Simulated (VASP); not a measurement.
# C (Fd-3m) in VASP: notebook

The runs below take C through relaxation of cell and atoms, with PBEsol.

Everything below comes from runs of VASP 6.6.1. Logs are shortened: lines on timing, memory, paths and dates and some standing lists are left out, and cuts for length are marked.

## Step 1: The cell of the first run

It takes space group Fd-3m (No. 227, cubic). Conventional cell: a = 3.567 Å, b = 3.567 Å, c = 3.567 Å, α = 90.00°, β = 90.00°, γ = 90.00°. C (site symmetry -43m) has 4 C at 1.54 Å within 2.1 Å.

## Step 2: Relaxation of cell and atoms, PBEsol

File INCAR:

```
SYSTEM = C
PREC = Accurate ; ENCUT = 600
EDIFF = 1E-6 ; ISMEAR = -1
SIGMA = 0.05 ; LREAL = .False.
LASPH = .True. ; NELM = 80
ALGO = Normal ; ISIF = 3
LWAVE = .False. ; LCHARG = .False.
GGA = PS ; IBRION = 2
NSW = 80 ; EDIFFG = -0.02
```

File KPOINTS:

```
Automatic mesh
0
Gamma
  13 13 13
  0 0 0
```

File POSCAR:

```
C
1.0
    0.0000000000      1.7833700000      1.7833700000
    1.7833700000      0.0000000000      1.7833700000
    1.7833700000      1.7833700000      0.0000000000
C
2
Direct
    0.7500000000      0.7500000000      0.7500000000
    0.5000000000      0.5000000000      0.5000000000
```

Potentials or basis: VASP PAW PBE potentials, release 64 (C).

Started as:

```bash
> cat potpaw_PBE.64/C/POTCAR > POTCAR
> mpirun -np 1 vasp_std > vasp.out
```

OUTCAR:

```text
SYSTEM = C
   PREC = Accurate
   ENCUT = 600
   EDIFF = 1E-6
   ISMEAR = -1
   LREAL = .False.
   LASPH = .True.
   NELM = 80
   ISIF = 3
   GGA = PS
   IBRION = 2
   NSW = 80
   EDIFFG = -0.02

 ion  position               nearest neighbor table
   1  0.750  0.750  0.750-   2 1.54   2 1.54   2 1.54   2 1.54
   2  0.500  0.500  0.500-   1 1.54   1 1.54   1 1.54   1 1.54

  LATTYP: Found a face centered cubic cell.
 ALAT       =     3.5667400000

  Lattice vectors:

 A1 = (   0.0000000000,   1.7833700000,   1.7833700000)
 A2 = (   1.7833700000,   0.0000000000,   1.7833700000)
 A3 = (   1.7833700000,   1.7833700000,   0.0000000000)

Analysis of symmetry for initial positions (statically):
=====================================================================
 Subroutine PRICEL returns:
 Original cell was already a primitive cell.

 Routine SETGRP: Setting up the symmetry group for a
 face centered cubic supercell.

 Subroutine GETGRP returns: Found 48 space group operations
 (whereof 24 operations were pure point group operations)
 out of a pool of 48 trial point group operations.

The static configuration has the point symmetry T_d .
 The point group associated with its full space group is O_h .

Analysis of symmetry for dynamics (positions and initial velocities):
=====================================================================
 Subroutine PRICEL returns:
 Original cell was already a primitive cell.

 Routine SETGRP: Setting up the symmetry group for a
 face centered cubic supercell.

 Subroutine GETGRP returns: Found 48 space group operations
 (whereof 24 operations were pure point group operations)
 out of a pool of 48 trial point group operations.

The dynamic configuration has the point symmetry T_d .
 The point group associated with its full space group is O_h .

 Subroutine INISYM returns: Found 48 space group operations
 (whereof 24 operations are pure point group operations),
 and found     1 'primitive' translations

----------------------------------------------------------------------------------------

                                     Primitive cell

  volume of cell :      11.3437

  direct lattice vectors                    reciprocal lattice vectors
     0.000000000  1.783370000  1.783370000    -0.280368067  0.280368067  0.280368067
     1.783370000  0.000000000  1.783370000     0.280368067 -0.280368067  0.280368067
     1.783370000  1.783370000  0.000000000     0.280368067  0.280368067 -0.280368067

  length of vectors
     2.522066041  2.522066041  2.522066041     0.485611737  0.485611737  0.485611737

  position of ions in fractional coordinates (direct lattice)
     0.750000000  0.750000000  0.750000000
     0.500000000  0.500000000  0.500000000

  ion indices of the primitive-cell ions
   primitive index   ion index
                 1           1
                 2           2

----------------------------------------------------------------------------------------

 KPOINTS: Automatic mesh

Automatic generation of k-mesh.
 Grid dimensions read from file:
 generate k-points for:   13   13   13

 Generating k-lattice:

  Cartesian coordinates                     Fractional coordinates (reciprocal lattice)
    -0.021566774  0.021566774  0.021566774     0.076923077  0.000000000  0.000000000
     0.021566774 -0.021566774  0.021566774     0.000000000  0.076923077  0.000000000
     0.021566774  0.021566774 -0.021566774     0.000000000  0.000000000  0.076923077

  Length of vectors
     0.037354749  0.037354749  0.037354749

  Shift w.r.t. Gamma in fractional coordinates (k-lattice)
     0.000000000  0.000000000  0.000000000

 Subroutine IBZKPT returns following result:
 ===========================================

 Found     84 irreducible k-points:

 Following reciprocal coordinates:
            Coordinates               Weight
  0.000000  0.000000  0.000000      1.000000
  0.076923  0.000000  0.000000      8.000000
  0.153846  0.000000  0.000000      8.000000
  0.230769  0.000000  0.000000      8.000000
  0.307692  0.000000  0.000000      8.000000
  0.384615  0.000000  0.000000      8.000000
[... 16 lines left out ...]
  0.384615  0.153846  0.000000     24.000000
  0.461538  0.153846  0.000000     24.000000
 [... further k-points ...]
   k-points           NKPTS =     84   k-points in BZ     NKDIM =     84   number of bands    NBANDS=      8
   number of dos      NEDOS =    301   number of ions     NIONS =      2
   total plane-waves  NPLWV =   8000
   dimension x,y,z NGX =    20 NGY =   20 NGZ =   20
   dimension x,y,z NGXF=    40 NGYF=   40 NGZF=   40
   ions per type =               2
   NGX,Y,Z   is equivalent  to a cutoff of  13.18, 13.18, 13.18 a.u.
   NGXF,Y,Z  is equivalent  to a cutoff of  26.37, 26.37, 26.37 a.u.
 SYSTEM =  C
   PREC   = accura    normal or accurate (medium, high low for compatibility)
   ISTART =      0    job   : 0-new  1-cont  2-samecut
   ICHARG =      2    charge: 1-file 2-atom 10-const
   ISPIN  =      1    spin polarized calculation?
   LNONCOLLINEAR =      F non collinear calculations
   LSORBIT =      F    spin-orbit coupling
   LASPH  =      T    aspherical Exc in radial PAW
   ENCUT  =  600.0 eV  44.10 Ry    6.64 a.u.   5.04  5.04  5.04*2*pi/ulx,y,z
   NELM   =     80;   NELMIN=  2; NELMDL= -5     # of ELM steps
   EDIFF  = 0.1E-05   stopping-criterion for ELM
   LREAL  =      F    real-space projection
   EDIFFG = -.2E-01   stopping-criterion for IOM
   NSW    =     80    number of steps for IOM
   IBRION =      2    ionic relax: 0-MD 1-quasi-New 2-CG
   NFREE  =      1    steps in history (QN), initial steepest desc. (CG)
   ISIF   =      3    stress and relaxation
   ISYM   =      2    0-nonsym 1-usesym 2-fastsym
   POTIM  = 0.5000    time-step for ionic-motion
   TEBEG  =    0.0;   TEEND  =   0.0 temperature during run
   PSTRESS=    0.0 pullay stress
   NELECT =       8.0000    total number of electrons
   NUPDOWN=      -1.0000    fix difference up-down
   EMIN   =  10.00;   EMAX   =-10.00  energy-range for DOS
   EFERMI =   0.00;   METHOD = LEGACY
   ISMEAR =    -1;   SIGMA  =   0.05  broadening in eV -4-tet -1-fermi 0-gaus
   EFERMI_NEDOS =   21; number of points for ismear=-14 and -15
   IALGO  =     38    algorithm
   IMIX   =      4    mixing-type and parameters
     AMIX     =   0.40;   BMIX     =  1.00
     AMIX_MAG =   1.60;   BMIX_MAG =  1.00
  volume/ion in A,a.u.               =       5.67        38.28
  Fermi-wavevector in a.u.,A,eV,Ry     =   1.457203  2.753714 28.891161  2.123440
  Thomas-Fermi vector in A             =   2.574032
   LORBIT       =      0    0 simple, 1 ext, 2 COOP (PROOUT), +10 PAW based schemes
   GGA     = PS    functional components
   LHFCALC =     F    Hartree Fock is set to
   AEXX    =    0.0000 exact exchange contribution
   IVDW    =     0    specifies the selected vdW correction
   LEPSILON=     F    determine dielectric tensor
   LRPA    =     F    only Hartree local field effects (RPA)
 conjugate gradient relaxation of ions
 non-spin polarized calculation
  energy-cutoff  :      600.00
  volume of cell :       11.34
 maximum number of plane-waves:       388
   NGX =  9   NGY =  9   NGZ =  9

--------------------------------------- Ionic step        1  -------------------------------------------

 number of electron       7.9999999 magnetization

 Free energy of the ion-electron system (eV)
  ---------------------------------------------------
  ext. energy  EPLUGINS =         0.00000000
  ---------------------------------------------------
  free energy    TOTEN  =       -19.25323146 eV

  energy without entropy =      -19.25323146  energy(sigma->0) =      -19.25323146

------------------------ aborting loop because EDIFF is reached ----------------------------------------

  FORCE on cell =-STRESS in cart. coord.  units (eV):
  Direction    XX          YY          ZZ          XY          YZ          ZX
  --------------------------------------------------------------------------------------
  -------------------------------------------------------------------------------------
  Total       -0.3118501     -0.3118501     -0.3118501     -0.0000000     -0.0000000      0.0000000
  in kB      -44.0455620    -44.0455620    -44.0455620     -0.0000000     -0.0000000      0.0000000
  external PRESSURE =     -44.0455620 kB  Pullay stress =       0.0000000 kB
[... 57 lines left out ...]
  energy  without entropy=      -19.2522529673  energy(sigma->0) =      -19.25225297

--------------------------------------- Ionic step        3  -------------------------------------------

 number of electron       7.9999999 magnetization

 Free energy of the ion-electron system (eV)
  ---------------------------------------------------
  ext. energy  EPLUGINS =         0.00000000
  ---------------------------------------------------
  free energy    TOTEN  =       -19.25479454 eV

  energy without entropy =      -19.25479454  energy(sigma->0) =      -19.25479454

 E-fermi :  10.8066     XC(G=0): -13.4820

 val. band max:        9.8526611773   @ k =   0.0000   0.0000   0.0000
 cond. band min:      13.8868991753   @ k =   0.3846   0.3846   0.0000
 fundamental gap:      4.0342379980
 Fermi energy:        10.8066493475

 k-point     1 :       0.0000    0.0000    0.0000
  band No.  band energies     occupation
      1     -11.8030      2.00000
      2       9.8527      2.00000
      3       9.8527      2.00000
      4       9.8527      2.00000
      5      15.4195      0.00000
      6      15.4195      0.00000
      7      15.4195      0.00000
      8      23.4486      0.00000
[... 243 lines left out ...]
 k-point    24 :       0.4615    0.1538    0.0000
  band No.  band energies     occupation
      1      -6.7272      2.00000
      2      -1.5192      2.00000
      3       5.3717      2.00000
      4       5.8886      2.00000
      5      16.8672      0.00000
      6      20.4482      0.00000
      7      20.8500      0.00000
      8      23.7314      0.00000

 [... further k-points ...]
[... 5 lines left out ...]
  --------------------------------------------------------------------------------------
  -------------------------------------------------------------------------------------
  Total       -0.0004827     -0.0004827     -0.0004827      0.0000000      0.0000000     -0.0000000
  in kB       -0.0688564     -0.0688564     -0.0688564      0.0000000      0.0000000     -0.0000000
  external PRESSURE =      -0.0688564 kB  Pullay stress =       0.0000000 kB
[... 17 lines left out ...]
  FREE ENERGIE OF THE ION-ELECTRON SYSTEM (eV)
  ---------------------------------------------------
  free  energy   TOTEN  =       -19.2547945399 eV

  energy  without entropy=      -19.2547945399  energy(sigma->0) =      -19.25479454

 reached required accuracy - stopping structural energy minimisation
```

Wall time 23 s (1 thread of AMD EPYC 7R43 (Zen 3), shared host); peak memory 0.09 GiB.

What came out:

```yaml
Free_energy: -19.2548 eV
Relaxed_volume: 5.62 Å³/atom
Relaxed_cell: a = 2.514 Å, b = 2.514 Å, c = 2.514 Å, α = 60.00°, β = 60.00°, γ = 60.00°
Space_group_after_relaxing_to_0.05_Å: Fd-3m (No. 227)
Energy_gained_by_relaxing: 0.8 meV/atom
Ionic_steps: 3
Pressure_after_relaxing: 0.0 GPa
Band_gap_on_the_k_mesh: 4.03 eV, indirect (least direct gap 5.57 eV)
```

Step by step:
```
step  energy change (eV)  largest force (eV/Å)  pressure (GPa)  volume (Å³)
   1              0.0000                0.0000           -4.40        11.34
   2              0.0010                0.0000            5.83        11.09
   3             -0.0016                0.0000           -0.01        11.23
```

Final structure:
```yaml
crystal:
  lattice:
    - [0.00000, 1.77745, 1.77745]
    - [1.77745, 0.00000, 1.77745]
    - [1.77745, 1.77745, 0.00000]
  atoms:
    - { symbol: C, position: [0.75000, 0.75000, 0.75000] }
    - { symbol: C, position: [0.50000, 0.50000, 0.50000] }
```

Levels at points of the mesh, in eV from the valence-band top:
```tsv
k point	band 2	band 3	band 4	band 5	band 6	band 7
(0.00, 0.00, 0.00)	0.00	0.00	0.00	5.57	5.57	5.57
```

Caveat: the PAW data sets were made with another functional, which shifts forces and pressure a little.

## Step 3: Relaxation of cell and atoms, PBEsol, target pressure 5 GPa, at which the enthalpy is minimised

File INCAR:

```
SYSTEM = C
  PREC = Accurate
  ENCUT = 600
  EDIFF = 1E-6
  ISMEAR = -1
  SIGMA = 0.05
  LREAL = .False.
  LASPH = .True.
  NELM = 60
  ALGO = Normal
  ISIF = 3
  LWAVE = .False.
  LCHARG = .False.
  GGA = PS
  IBRION = 2
  NSW = 80
  EDIFFG = -0.02
  PSTRESS = 50.0
```

File KPOINTS:

```
regular mesh
0
Gamma
  13 13 13
  0 0 0
```

POSCAR is that of step 2.

Potentials or basis: VASP PAW PBE potentials, release 64 (C).

Started as:

```bash
> cat potpaw_PBE.64/C/POTCAR > POTCAR
> mpirun -np 1 vasp_std > vasp.out
```

It took 28 s on 1 thread of AMD EPYC 7R43 (Zen 3), shared host; peak memory 0.08 GiB.

The run converged. Its results:

```
Free energy                                            : -19.2530 eV
Relaxed volume                                         : 5.56 Å³/atom
Relaxed cell                                           : a = 2.505 Å, b = 2.505 Å, c = 2.505 Å, α = 60.00°, β = 60.00°, γ = 60.00°
Space group after relaxing (to 0.05 Å)                 : Fd-3m (No. 227)
Energy change on relaxing (the enthalpy is what falls) : +0.1 meV/atom
Ionic steps                                            : 3
Pressure after relaxing                                : 4.9 GPa
Band gap on the k mesh                                 : 4.06 eV, indirect (least direct gap 5.60 eV)
```

The path:
```tsv
step	energy change (eV)	largest force (eV/Å)	pressure (GPa)	volume (Å³)
1	0.0000	0.0000	-4.40	11.34
2	0.0224	0.0000	18.61	10.81
3	0.0003	0.0000	4.94	11.11
```

Final structure:
```
C
1.0
     0.00000    1.77107    1.77107
     1.77107    0.00000    1.77107
     1.77107    1.77107    0.00000
C
2
Cartesian
  2.6566 2.6566 2.6566
  1.7711 1.7711 1.7711
```

Levels at points of the mesh, in eV from the valence-band top:
```tsv
k point	band 1	band 2	band 3	band 4	band 5	band 6	band 7	band 8
(0.00, 0.00, 0.00)	-21.80	0.00	0.00	0.00	5.60	5.60	5.60	13.84
```

Caveat: the cell is relaxed towards a set pressure, so the enthalpy falls and the energy may rise; the PAW data sets were made with another functional, which shifts forces and pressure a little. Expect the measured gap to be larger: semilocal functionals such as PBEsol lack the derivative discontinuity.

## Step 4: Against experiment

Step 2. The cell as given is a measured one (5.67 Å³/atom); PBEsol puts the equilibrium volume -1.0 % from it, thermal expansion not counted.
